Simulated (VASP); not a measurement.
**SnSe2: single point with PBE**

Crystal: SnSe2.

```xyz
3
Lattice="3.8110 0.0000 0.0000 -1.9055 3.3004 0.0000 0.0000 0.0000 6.1370" Properties=species:S:1:pos:R:3 pbc="T T T"
Sn    0.0000    0.0000    0.0000
Se   -0.4500    1.9753    1.5342
Se    1.9055    1.1001    4.6027
```

This cell differs from its parent crystal: atom 2 (Se) moved by (-0.450, -0.225) A along x and y.

```
Program             : VASP 6.6.1
Task                : single point
Functional          : PBE
Potentials or basis : VASP PAW PBE potentials, release 64 (Sn_d, Se)
Cutoff              : 520 eV
k mesh              : 12 × 12 × 6
Occupations         : gaussian, width 0.05 eV
Spin                : no spin polarisation
```

```
Pressure               : 7.8 GPa
Largest force          : 2.118 eV/Å
Band gap on the k mesh : zero (bands 13 and 14 overlap by 0.06 eV)
```

Forces on the atoms (eV/Å):
```
Sn  -0.614 -0.055 -0.980
Se   1.094  0.336  1.783
Se  -0.480 -0.281 -0.803
```

Stress tensor (GPa, compression positive):
```
 5.72 -1.18  3.90
-1.18  6.83  1.37
 3.90  1.37 10.74
```

Levels at points of the mesh, in eV from the Fermi level:
| k point | band 11 | band 12 | band 13 | band 14 | band 15 | band 16 |
| --- | --- | --- | --- | --- | --- | --- |
| (0.00, 0.00, 0.00) | -0.54 | -0.34 | 0.02 | 0.72 | 2.72 | 3.93 |
| (0.50, 0.00, 0.00) | -2.62 | -2.26 | -0.74 | 0.74 | 3.46 | 5.22 |
| (0.00, 0.50, 0.00) | -2.58 | -1.05 | -0.80 | 1.09 | 3.03 | 4.70 |
| (0.50, 0.50, 0.00) | -2.61 | -0.95 | -0.76 | 1.03 | 3.09 | 4.60 |
| (0.00, 0.00, 0.50) | -0.87 | -0.53 | -0.14 | 2.01 | 2.68 | 3.83 |
| (0.50, 0.00, 0.50) | -1.86 | -1.11 | -0.84 | -0.04 | 3.12 | 4.13 |
| (0.00, 0.50, 0.50) | -2.23 | -1.52 | -0.64 | 1.00 | 3.49 | 4.80 |
| (0.50, 0.50, 0.50) | -2.28 | -1.55 | -0.66 | 1.06 | 3.62 | 4.86 |

It took 13 min on 1 thread of Oxide Virtual Turin-like Processor, on a shared host, peak memory 0.67 GiB.

Caveat: the cell differs from its parent crystal (atom 2 (Se) moved by (-0.450, -0.225) A along x and y); the stress differs along the axes, from 6 to 11 GPa; semilocal functionals underestimate gaps, and a narrow one can read as zero; spin-orbit coupling is left out, which moves the levels of the heavy elements; forces of over 1 eV/Å act on the atoms, so gaps and moduli don't describe the material at rest.
